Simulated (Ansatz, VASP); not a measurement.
This is a calculation of PtSe2 for Ansatz 0.2.0.

input.yaml

```yaml
crystal:
  lattice:
    - [3.724, 0.0, 0.0]
    - [-1.862, 3.2250786037, 0.0]
    - [0.0, 0.0, 5.062]
  atoms:
    - { symbol: Pt, position: [0.0, 0.0, 0.0] }
    - { symbol: Se, position: [0.6666666667, 0.3333333333, 0.75] }
    - { symbol: Se, position: [0.3333333333, 0.6666666667, 0.25] }
hamiltonian:
  xc: blyp
  pseudopotentials: { kind: paw }
  dispersion: d4
kpoints:
  mp_grid: { grid: [8, 8, 5] }
scf:
  occupations: { method: fermi_dirac, width: 0.05 }
output:
  forces: true
  stress: true
relax:
  f_tol: 0.01
  max_steps: 40
  cell: { stress_tol: 0.05 }
```

Potentials or basis: Ansatz PAW.

The run is started by

```sh
$ ansatz run input.yaml --threads 2 --pin off --max-ram 5632MiB --backend cpu --events-out ev --progress --plain --runs-dir out
```

Translate it to VASP 6.6.1. Potentials there: VASP PAW PBE potentials, release 64 (Pt, Se).

As run (the cutoff follows the program's own potentials):

File INCAR:

```
AGGAC = 1.0
AGGAX = 1.0
ALDAC = 0.0
ALDAX = 1.0
ALGO = Normal
EDIFF = 1E-6
EDIFFG = -0.01
ENCUT = 600
GGA = B5
IBRION = 2
ISIF = 3
ISMEAR = -1
IVDW = 13
LASPH = T
LCHARG = F
LREAL = F
LWAVE = F
NELM = 80
NSW = 60
PREC = Accurate
SIGMA = 0.05
VDW_A1 = 0.44488865
VDW_A2 = 4.0933009
VDW_S6 = 1.0
VDW_S8 = 2.34076671
```

File KPOINTS:

```
k-points
0
Gamma
  8 8 5
```

The input POSCAR:

```
PtSe2
1.0
    3.7240000000      0.0000000000      0.0000000000
   -1.8620000000      3.2250786037      0.0000000000
    0.0000000000      0.0000000000      5.0620000000
Pt Se
1 2
Direct
    0.0000000000      0.0000000000      0.0000000000
    0.6666666667      0.3333333333      0.7500000000
    0.3333333333      0.6666666667      0.2500000000
```

Potentials or basis: VASP PAW PBE potentials, release 64 (Pt, Se).

Launch:

```sh
$ cat potpaw_PBE.64/Pt/POTCAR potpaw_PBE.64/Se/POTCAR > POTCAR
$ mpirun -np 1 vasp_std > vasp.out
```

Both were run:

|  | VASP | Ansatz | Ansatz less VASP |
| --- | --- | --- | --- |
| relaxed volume (Å³/atom) | 20.42 | 20.35 | -0.070 |
| relaxed cell length with the largest relative difference (Å) | 3.804 | 3.796 | -0.0081 |

VASP's potentials were made for PBE, not for BLYP. VASP's potentials hold 22 valence electrons a cell and Ansatz's 50, so a difference there can come from the potentials and not from the codes.

Neither program's run includes spin-orbit coupling. Noted on Ansatz's run: the plane-wave basis is chosen anew once the cell has moved, so the energies of steps on either side of that aren't comparable.
